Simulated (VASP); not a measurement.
# Na (Im-3m) in VASP: a series of runs

Runs on Na. Level: LDA. Tasks: single point.

Program: VASP 6.6.1. These are calculated values, not measurements. Logs are shortened: lines on timing, memory, paths and dates and some standing lists are left out, and cuts for length are marked.

## 1. The cell of the first run

The structure is cubic, space group Im-3m (No. 229). The conventional cell has a = 4.057 Å, b = 4.057 Å, c = 4.057 Å, α = 90.00°, β = 90.00°, γ = 90.00°. Na (site symmetry m-3m) has 14 Na at 3.51 to 4.06 Å within 4.6 Å.

## 2. Single point, LDA

Contents of INCAR:

```
SYSTEM = Na
  PREC = Accurate
  ENCUT = 520
  EDIFF = 1E-6
  ISMEAR = 1
  SIGMA = 0.3
  LREAL = .FALSE.
  LASPH = .TRUE.
  NELM = 60
  ALGO = Normal
  ISIF = 2
  LWAVE = .FALSE.
  LCHARG = .TRUE.
  LELF = .TRUE.
  LVHAR = .TRUE.
  NBANDS = 10
```

Contents of KPOINTS:

```
regular mesh
0
G
  11 11 11
  0 0 0
```

Contents of POSCAR:

```
Na
1.0
   -2.0287155323      2.0287155323      2.0287155323
    2.0287155323     -2.0287155323      2.0287155323
    2.0287155323      2.0287155323     -2.0287155323
Na
1
Direct
    0.0000000000      0.0000000000      0.0000000000
```

Potentials or basis: VASP PAW LDA potentials, release 64 (Na_pv).

Started as:

```
$ cat potpaw_LDA.64/Na_pv/POTCAR > POTCAR
$ mpirun -np 1 vasp_std > vasp.out
```

OUTCAR:

```text
SYSTEM = Na
   PREC = Accurate
   ENCUT = 520
   EDIFF = 1E-6
   ISMEAR = 1
   LREAL = .FALSE.
   LASPH = .TRUE.
   NELM = 60
   ISIF = 2

 ion  position               nearest neighbor table
   1  0.000  0.000  0.000-

  LATTYP: Found a body centered cubic cell.
 ALAT       =     4.0574310646

  Lattice vectors:

 A1 = (  -2.0287155323,   2.0287155323,   2.0287155323)
 A2 = (   2.0287155323,  -2.0287155323,   2.0287155323)
 A3 = (   2.0287155323,   2.0287155323,  -2.0287155323)

Analysis of symmetry for initial positions (statically):
=====================================================================
 Subroutine PRICEL returns:
 Original cell was already a primitive cell.

 Routine SETGRP: Setting up the symmetry group for a
 body centered cubic supercell.

 Subroutine GETGRP returns: Found 48 space group operations
 (whereof 48 operations were pure point group operations)
 out of a pool of 48 trial point group operations.

The static configuration has the point symmetry O_h .

Analysis of symmetry for dynamics (positions and initial velocities):
=====================================================================
 Subroutine PRICEL returns:
 Original cell was already a primitive cell.

 Routine SETGRP: Setting up the symmetry group for a
 body centered cubic supercell.

 Subroutine GETGRP returns: Found 48 space group operations
 (whereof 48 operations were pure point group operations)
 out of a pool of 48 trial point group operations.

The dynamic configuration has the point symmetry O_h .

 Subroutine INISYM returns: Found 48 space group operations
 (whereof 48 operations are pure point group operations),
 and found     1 'primitive' translations

----------------------------------------------------------------------------------------

                                     Primitive cell

  volume of cell :      33.3982

  direct lattice vectors                    reciprocal lattice vectors
    -2.028715532  2.028715532  2.028715532     0.000000000  0.246461365  0.246461365
     2.028715532 -2.028715532  2.028715532     0.246461365  0.000000000  0.246461365
     2.028715532  2.028715532 -2.028715532     0.246461365  0.246461365  0.000000000

  length of vectors
     3.513838376  3.513838376  3.513838376     0.348549005  0.348549005  0.348549005

  position of ions in fractional coordinates (direct lattice)
     0.000000000  0.000000000  0.000000000

  ion indices of the primitive-cell ions
   primitive index   ion index
                 1           1

----------------------------------------------------------------------------------------

 KPOINTS: regular mesh

Automatic generation of k-mesh.
 Grid dimensions read from file:
 generate k-points for:   11   11   11

 Generating k-lattice:

  Cartesian coordinates                     Fractional coordinates (reciprocal lattice)
     0.000000000  0.022405579  0.022405579     0.090909091  0.000000000  0.000000000
     0.022405579  0.000000000  0.022405579     0.000000000  0.090909091  0.000000000
     0.022405579  0.022405579  0.000000000     0.000000000  0.000000000  0.090909091

  Length of vectors
     0.031686273  0.031686273  0.031686273

  Shift w.r.t. Gamma in fractional coordinates (k-lattice)
     0.000000000  0.000000000  0.000000000

 Subroutine IBZKPT returns following result:
 ===========================================

 Found     56 irreducible k-points:

 Following reciprocal coordinates:
            Coordinates               Weight
  0.000000  0.000000  0.000000      1.000000
  0.090909  0.000000  0.000000     12.000000
  0.181818  0.000000  0.000000     12.000000
  0.272727  0.000000  0.000000     12.000000
  0.363636  0.000000  0.000000     12.000000
  0.454545  0.000000  0.000000     12.000000
[... 16 lines left out ...]
  0.272727  0.181818  0.090909     48.000000
  0.363636  0.181818  0.090909     24.000000
 [... further k-points ...]
   k-points           NKPTS =     56   k-points in BZ     NKDIM =     56   number of bands    NBANDS=     10
   number of dos      NEDOS =    301   number of ions     NIONS =      1
   total plane-waves  NPLWV =  21952
   dimension x,y,z NGX =    28 NGY =   28 NGZ =   28
   dimension x,y,z NGXF=    56 NGYF=   56 NGZF=   56
   ions per type =               1
   NGX,Y,Z   is equivalent  to a cutoff of  13.25, 13.25, 13.25 a.u.
   NGXF,Y,Z  is equivalent  to a cutoff of  26.49, 26.49, 26.49 a.u.
 SYSTEM =  Na
   PREC   = accura    normal or accurate (medium, high low for compatibility)
   ISTART =      0    job   : 0-new  1-cont  2-samecut
   ICHARG =      2    charge: 1-file 2-atom 10-const
   ISPIN  =      1    spin polarized calculation?
   LNONCOLLINEAR =      F non collinear calculations
   LSORBIT =      F    spin-orbit coupling
   LASPH  =      T    aspherical Exc in radial PAW
   ENCUT  =  520.0 eV  38.22 Ry    6.18 a.u.   6.53  6.53  6.53*2*pi/ulx,y,z
   NELM   =     60;   NELMIN=  2; NELMDL= -5     # of ELM steps
   EDIFF  = 0.1E-05   stopping-criterion for ELM
   LREAL  =      F    real-space projection
   EDIFFG = 0.1E-04   stopping-criterion for IOM
   NSW    =      0    number of steps for IOM
   IBRION =     -1    ionic relax: 0-MD 1-quasi-New 2-CG
   NFREE  =      0    steps in history (QN), initial steepest desc. (CG)
   ISIF   =      2    stress and relaxation
   ISYM   =      2    0-nonsym 1-usesym 2-fastsym
   POTIM  = 0.5000    time-step for ionic-motion
   TEBEG  =    0.0;   TEEND  =   0.0 temperature during run
   PSTRESS=    0.0 pullay stress
   NELECT =       7.0000    total number of electrons
   NUPDOWN=      -1.0000    fix difference up-down
   EMIN   =  10.00;   EMAX   =-10.00  energy-range for DOS
   EFERMI =   0.00;   METHOD = LEGACY
   ISMEAR =     1;   SIGMA  =   0.30  broadening in eV -4-tet -1-fermi 0-gaus
   EFERMI_NEDOS =   21; number of points for ismear=-14 and -15
   IALGO  =     38    algorithm
   IMIX   =      4    mixing-type and parameters
     AMIX     =   0.40;   BMIX     =  1.00
     AMIX_MAG =   1.60;   BMIX_MAG =  1.00
  volume/ion in A,a.u.               =      33.40       225.38
  Fermi-wavevector in a.u.,A,eV,Ry     =   0.972448  1.837660 12.866417  0.945655
  Thomas-Fermi vector in A             =   2.102747
   LORBIT       =      0    0 simple, 1 ext, 2 COOP (PROOUT), +10 PAW based schemes
   GGA     = CA    functional components
   LHFCALC =     F    Hartree Fock is set to
   AEXX    =    0.0000 exact exchange contribution
   IVDW    =     0    specifies the selected vdW correction
   LEPSILON=     F    determine dielectric tensor
   LRPA    =     F    only Hartree local field effects (RPA)
 non-spin polarized calculation
 Methfessel and Paxton  Order N= 1 SIGMA  =   0.30
  energy-cutoff  :      520.00
  volume of cell :       33.40
 maximum number of plane-waves:       935
 NGX is ok and might be reduce to    28
   NGX = 13   NGY = 13   NGZ = 13

 number of electron       7.0000010 magnetization

 Free energy of the ion-electron system (eV)
  ---------------------------------------------------
  ext. energy  EPLUGINS =         0.00000000
  ---------------------------------------------------
  free energy    TOTEN  =        -1.45655611 eV

  energy without entropy =       -1.45852735  energy(sigma->0) =       -1.45721319

 E-fermi :   0.5098     XC(G=0):  -7.0276

 val. band max:        0.4328482610   @ k =  -0.3636   0.4545   0.0909
 cond. band min:       0.5772138127   @ k =   0.1818   0.1818   0.1818
 fundamental gap:      0.1443655516
 Fermi energy:         0.5098231781

 k-point     1 :       0.0000    0.0000    0.0000
  band No.  band energies     occupation
      1     -24.3994      2.00000
      2     -24.3994      2.00000
      3     -24.3994      2.00000
      4      -3.0430      2.00000
      5      12.7852      0.00000
      6      12.7852      0.00000
      7      12.7852      0.00000
      8      13.9582      0.00000
      9      13.9582      0.00000
     10      14.6649      0.00000

 k-point     2 :       0.0909    0.0000    0.0000
  band No.  band energies     occupation
      1     -24.4037      2.00000
      2     -24.4008      2.00000
      3     -24.3994      2.00000
      4      -2.8863      2.00000
      5      11.0786      0.00000
      6      11.9689      0.00000
      7      12.2948      0.00000
      8      12.9778      0.00000
      9      13.3192      0.00000
     10      15.0025      0.00000

 k-point     3 :       0.1818    0.0000    0.0000
  band No.  band energies     occupation
      1     -24.4150      2.00000
      2     -24.4045      2.00000
      3     -24.3994      2.00000
      4      -2.4192      2.00000
      5       8.5960      0.00000
      6      10.8782      0.00000
      7      11.5261      0.00000
      8      11.9444      0.00000
      9      12.8937      0.00000
     10      15.1995      0.00000

 k-point     4 :       0.2727    0.0000    0.0000
  band No.  band energies     occupation
      1     -24.4297      2.00000
      2     -24.4094      2.00000
      3     -24.3994      2.00000
      4      -1.6511      2.00000
      5       6.2864     -0.00000
      6      10.0133      0.00000
      7      10.8913      0.00000
      8      11.1627      0.00000
      9      12.3195      0.00000
     10      15.8633      0.00000
[... 222 lines left out ...]
 k-point    22 :       0.1818    0.1818    0.0909
  band No.  band energies     occupation
      1     -24.4398      2.00000
      2     -24.4123      2.00000
      3     -24.4060      2.00000
      4      -0.4481      2.00006
      5       5.4956     -0.00000
      6       6.1409     -0.00000
      7       8.0042      0.00000
      8      14.7445      0.00000
      9      15.3729      0.00000
     10      16.6612      0.00000

 k-point    23 :       0.2727    0.1818    0.0909
  band No.  band energies     occupation
      1     -24.4422      2.00000
      2     -24.4193      2.00000
      3     -24.4071      2.00000
      4       0.7207      0.07812
      5       3.8547     -0.00000
      6       5.5035     -0.00000
      7       7.5087      0.00000
      8      14.6865      0.00000
      9      15.8857      0.00000
     10      16.7975      0.00000

 k-point    24 :       0.3636    0.1818    0.0909
  band No.  band energies     occupation
      1     -24.4423      2.00000
      2     -24.4229      2.00000
      3     -24.4074      2.00000
      4       1.9167     -0.00000
      5       2.4409     -0.00000
      6       5.3422     -0.00000
      7       7.3509      0.00000
      8      14.5968      0.00000
      9      16.0243      0.00000
     10      17.1957      0.00000

 [... further k-points ...]
[... 5 lines left out ...]
  --------------------------------------------------------------------------------------
  -------------------------------------------------------------------------------------
  Total       -0.0165619     -0.0165619     -0.0165619     -0.0000000     -0.0000000      0.0000000
  in kB       -0.7945059     -0.7945059     -0.7945059     -0.0000000     -0.0000000      0.0000000
  external PRESSURE =      -0.7945059 kB  Pullay stress =       0.0000000 kB

 VOLUME and BASIS-vectors are now :
 -----------------------------------------------------------------------------
  energy-cutoff  :      520.00
  volume of cell :       33.40
      direct lattice vectors                 reciprocal lattice vectors
    -2.028715532  2.028715532  2.028715532     0.000000000  0.246461365  0.246461365
     2.028715532 -2.028715532  2.028715532     0.246461365  0.000000000  0.246461365
     2.028715532  2.028715532 -2.028715532     0.246461365  0.246461365  0.000000000

 POSITION                                       TOTAL-FORCE (eV/Angst)
 -----------------------------------------------------------------------------------
      0.00000      0.00000      0.00000        -0.000000      0.000000     -0.000000
 -----------------------------------------------------------------------------------
    total drift:                                0.000000     -0.000000      0.000000

  FREE ENERGIE OF THE ION-ELECTRON SYSTEM (eV)
  ---------------------------------------------------
  free  energy   TOTEN  =        -1.4565561116 eV

  energy  without entropy=       -1.4585273461  energy(sigma->0) =       -1.45721319
```

Run time: 7.8 s. Hardware: 1 thread of AMD EPYC 9R45 (Zen 5), shared host; peak memory 0.11 GiB.

Results:

* Free energy: -1.4566 eV
* Pressure: -0.1 GPa

## 3. Single point, LDA

Contents of INCAR:

```
  PREC = Accurate
  ENCUT = 520
  EDIFF = 1E-7
  ISMEAR = 1
  SIGMA = 1.0
  LREAL = False
  LASPH = True
  NELM = 60
  ALGO = Normal
  ISIF = 2
  LWAVE = False
  LCHARG = False
  GGA = CA
  NBANDS = 10
```

Contents of KPOINTS:

```
Automatic mesh
0
Gamma
  11 11 11
```

POSCAR is that of step 2.

Potentials or basis: VASP PAW LDA potentials, release 64 (Na_pv).

Started as:

```
$ cat potpaw_LDA.64/Na_pv/POTCAR > POTCAR
$ mpirun -np 1 vasp_std > vasp.out
```

Run time: 8.3 s. Hardware: 1 thread of AMD EPYC 9R45 (Zen 5), shared host; peak memory 0.11 GiB.

Results (log left out):

```
Free energy : -1.4547 eV
Pressure    : 0.0 GPa
```

Levels at points of the mesh, in eV from the Fermi level:
```csv
k point,band 1,band 2,band 3,band 4,band 5,band 6,band 7,band 8
"(0.00, 0.00, 0.00)",-24.87,-24.87,-24.87,-3.51,12.32,12.32,12.32,13.49
```

## 4. Single point, LDA

Contents of INCAR:

```
SYSTEM = Na
PREC     = Accurate       ! precision mode
ENCUT    = 520            ! plane-wave cutoff, eV
EDIFF    = 1E-6           ! SCF threshold, eV
ISMEAR   = -1             ! smearing method
SIGMA    = 0.1            ! smearing width, eV
LREAL    = .FALSE.        ! projectors in reciprocal space
LASPH    = .TRUE.         ! aspherical terms in the spheres
NELM     = 100            ! most SCF steps
ALGO     = Normal         ! electronic algorithm
ISIF     = 2              ! what is computed and relaxed
LWAVE    = .FALSE.        ! write WAVECAR
LCHARG   = .FALSE.        ! write CHGCAR
GGA      = CA             ! functional
NBANDS   = 10             ! bands
```

Contents of KPOINTS:

```
regular mesh
0
G
  12 12 12
  0 0 0
```

POSCAR is that of step 3.

Potentials or basis: VASP PAW LDA potentials, release 64 (Na_pv).

Started as:

```
$ cat potpaw_LDA.64/Na_pv/POTCAR > POTCAR
$ mpirun -np 1 vasp_std > vasp.out
```

OUTCAR:

```text
SYSTEM = Na
   PREC = Accurate
   ENCUT = 520
   EDIFF = 1E-6
   ISMEAR = -1
   LREAL = .FALSE.
   LASPH = .TRUE.
   NELM = 100
   ISIF = 2
   GGA = CA

 ion  position               nearest neighbor table
   1  0.000  0.000  0.000-

  LATTYP: Found a body centered cubic cell.
 ALAT       =     4.0574310646

  Lattice vectors:

 A1 = (  -2.0287155323,   2.0287155323,   2.0287155323)
 A2 = (   2.0287155323,  -2.0287155323,   2.0287155323)
 A3 = (   2.0287155323,   2.0287155323,  -2.0287155323)

Analysis of symmetry for initial positions (statically):
=====================================================================
 Subroutine PRICEL returns:
 Original cell was already a primitive cell.

 Routine SETGRP: Setting up the symmetry group for a
 body centered cubic supercell.

 Subroutine GETGRP returns: Found 48 space group operations
 (whereof 48 operations were pure point group operations)
 out of a pool of 48 trial point group operations.

The static configuration has the point symmetry O_h .

Analysis of symmetry for dynamics (positions and initial velocities):
=====================================================================
[... 157 lines left out ...]

 val. band max:        0.3889289617   @ k =  -0.3333   0.4167   0.1667
 cond. band min:       0.5082932163   @ k =   0.3333   0.1667   0.0000
 fundamental gap:      0.1193642547
 Fermi energy:         0.4401459049

 k-point     1 :       0.0000    0.0000    0.0000
  band No.  band energies     occupation
      1     -24.3995      2.00000
      2     -24.3995      2.00000
      3     -24.3995      2.00000
      4      -3.0431      2.00000
      5      12.7852      0.00000
      6      12.7852      0.00000
      7      12.7852      0.00000
      8      13.9581      0.00000
      9      13.9581      0.00000
     10      14.6648      0.00000
[... 287 lines left out ...]
 k-point    24 :       0.4167    0.0833    0.0833
  band No.  band energies     occupation
      1     -24.4484      2.00000
      2     -24.4190      2.00000
      3     -24.4028      2.00000
      4       1.4998      0.00005
      5       2.0098      0.00000
      6       7.0418      0.00000
      7       8.2994      0.00000
      8      12.8973      0.00000
      9      13.7414      0.00000
     10      17.7275      0.00000

 [... further k-points ...]
[... 5 lines left out ...]
  --------------------------------------------------------------------------------------
  -------------------------------------------------------------------------------------
  Total       -0.0082938     -0.0082938     -0.0082938      0.0000000      0.0000000     -0.0000000
  in kB       -0.3978694     -0.3978694     -0.3978694      0.0000000      0.0000000     -0.0000000
  external PRESSURE =      -0.3978694 kB  Pullay stress =       0.0000000 kB

 VOLUME and BASIS-vectors are now :
 -----------------------------------------------------------------------------
  energy-cutoff  :      520.00
  volume of cell :       33.40
      direct lattice vectors                 reciprocal lattice vectors
    -2.028715532  2.028715532  2.028715532     0.000000000  0.246461365  0.246461365
     2.028715532 -2.028715532  2.028715532     0.246461365  0.000000000  0.246461365
     2.028715532  2.028715532 -2.028715532     0.246461365  0.246461365  0.000000000

 POSITION                                       TOTAL-FORCE (eV/Angst)
 -----------------------------------------------------------------------------------
      0.00000      0.00000      0.00000         0.000000      0.000000      0.000000
 -----------------------------------------------------------------------------------
    total drift:                                0.000000     -0.000000      0.000000

  FREE ENERGIE OF THE ION-ELECTRON SYSTEM (eV)
  ---------------------------------------------------
  free  energy   TOTEN  =        -1.4608313879 eV

  energy  without entropy=       -1.4445934903  energy(sigma->0) =       -1.45271244
```

Run time: 9 s. Hardware: 1 thread of AMD EPYC 9R45 (Zen 5), shared host; peak memory 0.11 GiB.

Results:

```
Free energy : -1.4608 eV
Pressure    : 0.0 GPa
```

Levels at points of the mesh, in eV from the Fermi level:
```
           k point  band 1  band 2  band 3  band 4  band 5  band 6  band 7  band 8
(0.00, 0.00, 0.00)  -24.84  -24.84  -24.84   -3.48   12.35   12.35   12.35   13.52
(0.50, 0.00, 0.00)  -24.89  -24.86  -24.84    0.83    1.32    8.66    9.77    9.91
(0.50, 0.50, 0.50)  -24.88  -24.88  -24.88    4.78    4.78    5.24    5.24    5.24
```

## 5. Single point, LDA

Contents of INCAR:

```
PREC = Accurate
ENCUT = 520
EDIFF = 1E-7
ISMEAR = -1
SIGMA = 0.1
LREAL = False
LASPH = True
NELM = 80
ALGO = Normal
ISIF = 2
LWAVE = False
LCHARG = False
GGA = CA
NBANDS = 10
```

Contents of KPOINTS:

```
Automatic mesh
0
Gamma
  16 16 16
```

POSCAR is that of step 4.

Started as:

```
$ cat potpaw_LDA.64/Na_pv/POTCAR > POTCAR
$ mpirun -np 1 vasp_std > vasp.out
```

It took 18 s on 1 thread of AMD EPYC 9R45 (Zen 5), shared host; peak memory 0.13 GiB.

Results (log left out):

| Property | Result |
| --- | --- |
| Free energy | -1.4620 eV |
| Pressure | 0.0 GPa |

Levels at points of the mesh, in eV from the Fermi level:
```csv
k point,band 1,band 2,band 3,band 4,band 5,band 6,band 7,band 8
"(0.00, 0.00, 0.00)",-24.87,-24.87,-24.87,-3.51,12.32,12.32,12.32,13.49
"(0.50, 0.00, 0.00)",-24.92,-24.88,-24.87,0.80,1.29,8.63,9.75,9.88
"(0.50, 0.50, 0.50)",-24.90,-24.90,-24.90,4.75,4.75,5.21,5.21,5.21
```

## 6. Overview

```tsv
k mesh	smearing	gap on the mesh (eV)	pressure (GPa)
11 × 11 × 11	methfessel-paxton 0.3 eV	none	-0.1
11 × 11 × 11	methfessel-paxton 1 eV	none	0.0
12 × 12 × 12	fermi-dirac 0.1 eV	none	0.0
16 × 16 × 16	fermi-dirac 0.1 eV	none	0.0
```

Alike in all rows: task single point; level LDA; potentials or basis VASP PAW LDA potentials, release 64 (Na_pv); no spin polarisation; cell as given; cutoff (eV) 520.

Every run on the cell as given and a fine mesh finds a metal.

Total energies depend on the potentials used, so only differences within one code and one set of settings carry meaning.
